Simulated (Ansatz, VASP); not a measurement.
## One calculation of Rb, two programs

```xyz
1
Lattice="4.8847 0.0000 0.0000 -2.4423 4.2303 0.0000 0.0000 0.0000 4.5916" Properties=species:S:1:pos:R:3 pbc="T T T"
Rb    0.0000    0.0000    0.0000
```

Alike in both runs: functional PBE; k mesh 9 × 9 × 8; occupations fermi-dirac, width 0.05 eV; no spin polarisation.

Ansatz relaxed the structure, and its values are those at the end. VASP's run is a single point on that final structure, the one shown.

```csv
,VASP,Ansatz
version,VASP 6.6.1,Ansatz 0.2.0
potentials or method,"VASP PAW PBE potentials, release 64 (Rb_sv)","PAW with Ansatz's default frozen-core files, scalar-relativistic"
plane-wave cutoff (eV),520,420
valence electrons in the cell,9,9
```

```csv
,VASP,Ansatz,Ansatz less VASP
pressure (GPa),0.0,0.0,0.00
```

With one functional, cell and mesh, what is left measures potentials, basis and numerics.
